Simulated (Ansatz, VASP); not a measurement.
## CaF2: VASP beside Ansatz

```xyz
3
Lattice="0.0000 2.7548 2.7548 2.7548 0.0000 2.7548 2.7548 2.7548 0.0000" Properties=species:S:1:pos:R:3 pbc="T T T"
Ca    2.7548    2.7548    2.7548
F     1.3774    1.3774    1.3774
F     4.1321    4.1321    4.1321
```

Alike in both runs: functional PBE; k mesh 4 × 4 × 4; occupations gaussian, width 0.15 eV; no spin polarisation.

Ansatz relaxed the structure, and its values are those at the end. VASP's run is a single point on that final structure, the one shown.

|  | VASP | Ansatz |
| --- | --- | --- |
| version | VASP 6.6.1 | Ansatz 0.2.0 |
| potentials or method | VASP PAW PBE potentials, release 64 (Ca_sv, F), cutoff 600 eV | scalar-relativistic, plane waves, PAW |
| valence electrons in the cell | 24 | 24 |

VASP gave:

* gap on the k mesh at the Fermi level (eV): 7.13
* least direct gap on the mesh (eV): 7.38
* pressure (GPa): 0.2

Problem. Which values does Ansatz return?

Solution. gap on the k mesh at the Fermi level (eV): 7.15; least direct gap on the mesh (eV): 7.40; pressure (GPa): 0.1.

The k mesh is coarse, so the values compare programs but aren't converged.
